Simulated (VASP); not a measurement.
A run of VASP 6.6.1 is set up as follows.

The input INCAR:

```
SYSTEM = WC
PREC     = Accurate       ! precision mode
ENCUT    = 520            ! plane-wave cutoff, eV
EDIFF    = 1E-6           ! SCF threshold, eV
ISMEAR   = 0              ! smearing method
SIGMA    = 0.1            ! smearing width, eV
LREAL    = .FALSE.        ! projectors in reciprocal space
LASPH    = .TRUE.         ! aspherical terms in the spheres
NELM     = 60             ! most SCF steps
ALGO     = Normal         ! electronic algorithm
ISIF     = 2              ! what is computed and relaxed
LWAVE    = .FALSE.        ! write WAVECAR
LCHARG   = .TRUE.         ! write CHGCAR
GGA      = PE             ! functional
LELF     = .TRUE.         ! ELF
LVHAR    = .TRUE.       
NBANDS   = 16             ! bands
```

Contents of KPOINTS:

```
regular mesh
0
G
  9 9 8
  0 0 0
```

The input POSCAR:

```
WC
1.0
    2.9224655567      0.0000000000      0.0000000000
   -1.4612327784      2.5309294138      0.0000000000
    0.0000000000      0.0000000000      2.8463897378
W C
1 1
Direct
    0.0000000000      0.0000000000      0.0000000000
    0.6666666667      0.3333333333      0.5000000000
```

Potentials or basis: VASP PAW PBE potentials, release 64 (W_sv, C).

Launch:

```console
$ cat potpaw_PBE.64/W_sv/POTCAR potpaw_PBE.64/C/POTCAR > POTCAR
$ mpirun -np 1 vasp_std > vasp.out
```

Problem. Estimate the band gap on the k mesh.

Solution. Zero (band 9 reaches 11.51 eV, above the bottom of band 10 at 10.32 eV).

Problem. Estimate the pressure.

Solution. 1.1 GPa.

Stress tensor (GPa, compression positive):
```
1.01 0.00 0.00
0.00 1.01 0.00
0.00 0.00 1.22
```

Caveat: spin-orbit coupling is left out, which moves the levels of the heavy elements.
